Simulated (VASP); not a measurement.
# InPt3 (Pm-3m) in VASP: vibrations by perturbation theory with LDA

Aim: the vibrations by perturbation theory of InPt3 with LDA.

All numbers are computed with VASP 6.6.1; they aren't measurements. Logs are shortened: lines on timing, memory, paths and dates and some standing lists are left out, and cuts for length are marked.

## Step 1: The cell of the first run

It takes space group Pm-3m (No. 221, cubic). The conventional cell has a = 3.940 Å, b = 3.940 Å, c = 3.940 Å, α = 90.00°, β = 90.00°, γ = 90.00°. Within 3.7 Å of In (site symmetry m-3m) lie 12 Pt at 2.79 Å. Pt (site symmetry 4/mmm) has 4 In at 2.79 Å and 8 Pt at 2.79 Å within 3.7 Å.

## Step 2: Vibrations by perturbation theory, LDA (15.29 Å³/atom)

INCAR reads:

```
PREC = Accurate ; ENCUT = 520
EDIFF = 1E-8 ; ISMEAR = -1
SIGMA = 0.15 ; LREAL = False
LASPH = True ; NELM = 60
ALGO = Normal ; ISIF = 2
LWAVE = False ; LCHARG = True
IBRION = 8 ; NSW = 1
```

KPOINTS reads:

```
Automatic mesh
0
Gamma
  10 10 10
```

POSCAR reads:

```
InPt3
1.0
    3.9397522743      0.0000000000      0.0000000000
    0.0000000000      3.9397522743      0.0000000000
    0.0000000000      0.0000000000      3.9397522743
In Pt
1 3
Direct
    0.0000000000      0.0000000000      0.0000000000
    0.5000000000      0.5000000000      0.0000000000
    0.0000000000      0.5000000000      0.5000000000
    0.5000000000      0.0000000000      0.5000000000
```

Potentials or basis: VASP PAW LDA potentials, release 64 (In_d, Pt).

Command:

```sh
> cat potpaw_LDA.64/In_d/POTCAR potpaw_LDA.64/Pt/POTCAR > POTCAR
> mpirun -np 1 vasp_std > vasp.out
```

OUTCAR:

```text
PREC = Accurate
   ENCUT = 520
   EDIFF = 1E-8
   ISMEAR = -1
   LREAL = False
   LASPH = True
   NELM = 60
   ISIF = 2
   IBRION = 8
   NSW = 1

 ion  position               nearest neighbor table
   1  0.000  0.000  0.000-   2 2.79   3 2.79   4 2.79   3 2.79   4 2.79   2 2.79   3 2.79   3 2.79
                             2 2.79   4 2.79   4 2.79   2 2.79
   2  0.500  0.500  0.000-   1 2.79   3 2.79   4 2.79   3 2.79   4 2.79   1 2.79   4 2.79   4 2.79
                             1 2.79   3 2.79   3 2.79   1 2.79
   3  0.000  0.500  0.500-   1 2.79   2 2.79   4 2.79   1 2.79   2 2.79   1 2.79   4 2.79   1 2.79
                             2 2.79   4 2.79   2 2.79   4 2.79
   4  0.500  0.000  0.500-   1 2.79   2 2.79   3 2.79   1 2.79   2 2.79   2 2.79   3 2.79   2 2.79
                             1 2.79   3 2.79   1 2.79   3 2.79

  LATTYP: Found a simple cubic cell.
 ALAT       =     3.9397522743

  Lattice vectors:

 A1 = (   3.9397522743,   0.0000000000,   0.0000000000)
 A2 = (   0.0000000000,   3.9397522743,   0.0000000000)
 A3 = (   0.0000000000,   0.0000000000,   3.9397522743)

Analysis of symmetry for initial positions (statically):
=====================================================================
 Subroutine PRICEL returns:
 Original cell was already a primitive cell.

 Routine SETGRP: Setting up the symmetry group for a
 simple cubic supercell.

 Subroutine GETGRP returns: Found 48 space group operations
 (whereof 48 operations were pure point group operations)
 out of a pool of 48 trial point group operations.

The static configuration has the point symmetry O_h .

Analysis of symmetry for dynamics (positions and initial velocities):
=====================================================================
 Subroutine PRICEL returns:
 Original cell was already a primitive cell.

 Routine SETGRP: Setting up the symmetry group for a
 simple cubic supercell.

 Subroutine GETGRP returns: Found 48 space group operations
 (whereof 48 operations were pure point group operations)
 out of a pool of 48 trial point group operations.

The dynamic configuration has the point symmetry O_h .

 Subroutine INISYM returns: Found 48 space group operations
 (whereof 48 operations are pure point group operations),
 and found     1 'primitive' translations

----------------------------------------------------------------------------------------

                                     Primitive cell

  volume of cell :      61.1514

  direct lattice vectors                    reciprocal lattice vectors
     3.939752274  0.000000000  0.000000000     0.253823066  0.000000000  0.000000000
     0.000000000  3.939752274  0.000000000     0.000000000  0.253823066  0.000000000
     0.000000000  0.000000000  3.939752274     0.000000000  0.000000000  0.253823066

  length of vectors
     3.939752274  3.939752274  3.939752274     0.253823066  0.253823066  0.253823066

  position of ions in fractional coordinates (direct lattice)
     0.000000000  0.000000000  0.000000000
     0.500000000  0.500000000  0.000000000
     0.000000000  0.500000000  0.500000000
     0.500000000  0.000000000  0.500000000

  ion indices of the primitive-cell ions
   primitive index   ion index
                 1           1
                 2           2
                 3           3
                 4           4

----------------------------------------------------------------------------------------

 KPOINTS: Automatic mesh

Automatic generation of k-mesh.
 Grid dimensions read from file:
 generate k-points for:   10   10   10

 Generating k-lattice:

  Cartesian coordinates                     Fractional coordinates (reciprocal lattice)
     0.025382307  0.000000000  0.000000000     0.100000000  0.000000000  0.000000000
     0.000000000  0.025382307  0.000000000     0.000000000  0.100000000  0.000000000
     0.000000000  0.000000000  0.025382307     0.000000000  0.000000000  0.100000000

  Length of vectors
     0.025382307  0.025382307  0.025382307

  Shift w.r.t. Gamma in fractional coordinates (k-lattice)
     0.000000000  0.000000000  0.000000000

 Subroutine IBZKPT returns following result:
[... 72 lines left out ...]
  Thomas-Fermi vector in A             =   2.572774
   LORBIT       =      0    0 simple, 1 ext, 2 COOP (PROOUT), +10 PAW based schemes
   GGA     = CA    functional components
   LHFCALC =     F    Hartree Fock is set to
   AEXX    =    0.0000 exact exchange contribution
   IVDW    =     0    specifies the selected vdW correction
   LEPSILON=     F    determine dielectric tensor
   LRPA    =     F    only Hartree local field effects (RPA)
 non-spin polarized calculation
  energy-cutoff  :      520.00
  volume of cell :       61.15
 maximum number of plane-waves:      1671
 NGX is ok and might be reduce to    30
   NGX = 15   NGY = 15   NGZ = 15

--------------------------------------- Ionic step        1  -------------------------------------------

 number of electron      43.0000021 magnetization

 Free energy of the ion-electron system (eV)
  ---------------------------------------------------
  ext. energy  EPLUGINS =         0.00000000
  ---------------------------------------------------
  free energy    TOTEN  =       -27.34305315 eV

  energy without entropy =      -27.15937692  energy(sigma->0) =      -27.25121503

 E-fermi :  11.7117     XC(G=0): -13.5306

 val. band max:       11.7012244358   @ k =   0.2000   0.1000   0.1000
 cond. band min:      11.7203959334   @ k =   0.4000   0.3000   0.3000
 fundamental gap:      0.0191714977
 Fermi energy:        11.7117307557

 k-point     1 :       0.0000    0.0000    0.0000
  band No.  band energies     occupation
      1      -2.7397      2.00000
      2      -2.7397      2.00000
      3      -2.6657      2.00000
      4      -2.6657      2.00000
      5      -2.6657      2.00000
      6       0.6847      2.00000
[... 661 lines left out ...]
     24      14.9501      0.00000
     25      17.1073      0.00000

 [... further k-points ...]

------------------------ aborting loop because EDIFF is reached ----------------------------------------

  FORCE on cell =-STRESS in cart. coord.  units (eV):
  Direction    XX          YY          ZZ          XY          YZ          ZX
  --------------------------------------------------------------------------------------
  -------------------------------------------------------------------------------------
  Total        2.3159011      2.3159011      2.3159011      0.0000000     -0.0000000     -0.0000000
  in kB       60.6769643     60.6769643     60.6769643      0.0000000     -0.0000000     -0.0000000
  external PRESSURE =      60.6769643 kB  Pullay stress =       0.0000000 kB

 VOLUME and BASIS-vectors are now :
 -----------------------------------------------------------------------------
  energy-cutoff  :      520.00
  volume of cell :       61.15
      direct lattice vectors                 reciprocal lattice vectors
     3.939752274  0.000000000  0.000000000     0.253823066  0.000000000  0.000000000
     0.000000000  3.939752274  0.000000000     0.000000000  0.253823066  0.000000000
     0.000000000  0.000000000  3.939752274     0.000000000  0.000000000  0.253823066

 POSITION                                       TOTAL-FORCE (eV/Angst)
 -----------------------------------------------------------------------------------
      0.00000      0.00000      0.00000         0.000000      0.000000      0.000000
      1.96988      1.96988      0.00000         0.000000      0.000000      0.000000
      0.00000      1.96988      1.96988         0.000000      0.000000      0.000000
      1.96988      0.00000      1.96988         0.000000      0.000000      0.000000
 -----------------------------------------------------------------------------------
    total drift:                                0.000000      0.000000     -0.000000

  FREE ENERGIE OF THE ION-ELECTRON SYSTEM (eV)
  ---------------------------------------------------
  free  energy   TOTEN  =       -27.3430531472 eV

  energy  without entropy=      -27.1593769225  energy(sigma->0) =      -27.25121503

[... ionic steps 2 to 3 ...]

--------------------------------------- Ionic step        4  -------------------------------------------

------------------------ aborting loop because EDIFF is reached ----------------------------------------
[... 7 lines left out ...]
[... ionic steps 8 to 8 ...]

--------------------------------------- Ionic step        9  -------------------------------------------

 Free energy of the ion-electron system (eV)
  ---------------------------------------------------
  ---------------------------------------------------
  free energy    TOTEN  =        -0.25521826 eV

  energy without entropy =       -0.25521826

------------------------ aborting loop because EDIFF is reached ----------------------------------------

 INTERNAL STRAIN TENSOR  FOR ION    2  DIRECTION 3   (eV/Angst):
 -----------------------------------------------------------------------------
     0.02163  0.00000  0.00000
     0.00000  0.02163 -0.00000
     0.00000 -0.00000 -0.03161

 INTERNAL STRAIN TENSOR FOR ION    4 for displacements in x,y,z  (eV/Angst):
          X           Y           Z          XY          YZ          ZX
  --------------------------------------------------------------------------------
  x     0.00000     0.00000     0.00000     0.00000     0.00000     0.00000
  y     0.00000     0.00000     0.00000     0.00000     0.00000     0.00000
  z     0.00000     0.00000     0.00000     0.00000     0.00000     0.00000

 SECOND DERIVATIVES (NOT SYMMETRIZED)
 ------------------------------------
               1X          1Y          1Z          2X          2Y          2Z          3X          3Y          3Z          4X          4Y          4Z
  1X    -9.527863    0.000000   -0.000000    5.707928   -0.000000   -0.000000   -1.887993   -0.000000    0.000000    5.707928    0.000000   -0.000000
  1Y     0.000000   -9.527863   -0.000000   -0.000000    5.707928    0.000000   -0.000000    5.707928    0.000000   -0.000000   -1.887993    0.000000
  1Z    -0.000000   -0.000000   -9.527863    0.000000    0.000000   -1.887993    0.000000   -0.000000    5.707928   -0.000000   -0.000000    5.707928
  2X     5.693864    0.000000    0.000000  -10.904835    0.000000    0.000000    7.010710    0.000000    0.000000   -1.799738    0.000000    0.000000
  2Y     0.000000    5.693864    0.000000    0.000000  -10.904835    0.000000    0.000000   -1.799738    0.000000    0.000000    7.010710    0.000000
  2Z    -0.000000   -0.000000   -1.908409   -0.000000    0.000000  -12.111225   -0.000000    0.000000    7.009817    0.000000    0.000000    7.009817
  3X    -1.908409    0.000000   -0.000000    7.009817    0.000000    0.000000  -12.111225   -0.000000    0.000000    7.009817   -0.000000   -0.000000
  3Y     0.000000    5.693864    0.000000    0.000000   -1.799738    0.000000    0.000000  -10.904835    0.000000    0.000000    7.010710    0.000000
  3Z     0.000000    0.000000    5.693864    0.000000    0.000000    7.010710    0.000000    0.000000  -10.904835    0.000000    0.000000   -1.799738
  4X     5.693864    0.000000    0.000000   -1.799738    0.000000    0.000000    7.010710    0.000000    0.000000  -10.904835    0.000000    0.000000
  4Y     0.000000   -1.908409   -0.000000    0.000000    7.009817    0.000000   -0.000000    7.009817    0.000000   -0.000000  -12.111225   -0.000000
  4Z     0.000000    0.000000    5.693864    0.000000    0.000000    7.010710    0.000000    0.000000   -1.799738    0.000000    0.000000  -10.904835

 Eigenvectors and eigenvalues of the dynamical matrix
 ----------------------------------------------------

   1 f  =    6.071389 THz    38.147665 2PiTHz  202.519752 cm-1    25.109238 meV
             X         Y         Z           dx          dy          dz
      0.000000  0.000000  0.000000     0.000000   -0.000000    0.603400
      1.969876  1.969876  0.000000    -0.000000    0.000000    0.459482
      0.000000  1.969876  1.969876     0.000000    0.000000   -0.460861
      1.969876  0.000000  1.969876    -0.000000   -0.000000   -0.460861
[... 71 lines left out ...]
  12 f/i=    0.005399 THz     0.033923 2PiTHz    0.180091 cm-1     0.022328 meV
             X         Y         Z           dx          dy          dz
      0.000000  0.000000  0.000000     0.403667   -0.009173   -0.009350
      1.969876  1.969876  0.000000     0.527651   -0.011991   -0.012239
      0.000000  1.969876  1.969876     0.528366   -0.011991   -0.012222
      1.969876  0.000000  1.969876     0.527651   -0.012007   -0.012222

--------------------------------------------------------------------------------------------------------

 ELASTIC MODULI CONTR FROM IONIC RELAXATION (kBar)
 Direction    XX          YY          ZZ          XY          YZ          ZX
 --------------------------------------------------------------------------------
 XX           0.0000      0.0000      0.0000      0.0000      0.0000      0.0000
 YY           0.0000      0.0000      0.0000      0.0000      0.0000      0.0000
 ZZ           0.0000      0.0000      0.0000      0.0000      0.0000      0.0000
 XY           0.0000      0.0000      0.0000      0.0000      0.0000      0.0000
 YZ           0.0000      0.0000      0.0000      0.0000      0.0000      0.0000
 ZX           0.0000      0.0000      0.0000      0.0000      0.0000      0.0000
 --------------------------------------------------------------------------------
```

It took 11 min on 1 thread of Intel Xeon Platinum 8488C (Sapphire Rapids), shared host; peak memory 0.7 GiB.

What came out:

* Highest phonon frequency at Γ: 203 cm⁻¹

Phonon frequencies in cm⁻¹ (negative: imaginary):
```tsv
q point	frequencies
(0.000, 0.000, 0.000)	0 0 0 113 113 113 127 127 127 203 203 203
```

Caveat: the cell stands under pressure or tension, which shifts response properties; spin-orbit coupling is left out, which moves the levels of the heavy elements.
